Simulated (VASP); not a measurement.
Wanted: the native input for a VASP 6.6.1 run.

| Quantity | Value |
| --- | --- |
| Task | single point |
| Functional | LDA |
| Potentials or basis | VASP PAW LDA potentials, release 64 (Zr_sv, In_d) |
| Cutoff | 520 eV |
| k mesh | 7 × 7 × 5 |
| Occupations | methfessel-paxton, width 0.1 eV |
| Spin | no spin polarisation |
| Dipole correction | no |
| Further INCAR settings | ALGO = Normal; EDIFF = 1e-07; NBANDS = 20 |

The structure of ZrIn lies in POSCAR:

```
ZrIn
1.0
    3.1195701837      0.0000000000      0.0000000000
    0.0000000000      3.1195701837      0.0000000000
    0.0000000000      0.0000000000      4.4242068040
Zr In
1 1
Direct
    0.0000000000      0.0000000000      0.0000000000
    0.5000000000      0.5000000000      0.5000000000
```

One way to write it, as run:

INCAR

```
PREC = Accurate ; ENCUT = 520
EDIFF = 1E-7 ; ISMEAR = 1
SIGMA = 0.1 ; LREAL = F
LASPH = T ; NELM = 80
ALGO = Normal ; ISIF = 2
LWAVE = F ; LCHARG = F
GGA = CA ; NBANDS = 20
```

KPOINTS

```
Automatic mesh
0
Gamma
  7 7 5
```

Potentials or basis: VASP PAW LDA potentials, release 64 (Zr_sv, In_d).

The run is started by

```sh
$ cat potpaw_LDA.64/Zr_sv/POTCAR potpaw_LDA.64/In_d/POTCAR > POTCAR
$ mpirun -np 1 vasp_std > vasp.out
```

Results of the run:

The pressure is -4.1 GPa.

Run time: 8.5 s on 1 thread of Intel(R) Xeon(R) 6975P-C (Granite Rapids), on a shared host, peak memory 0.14 GiB.
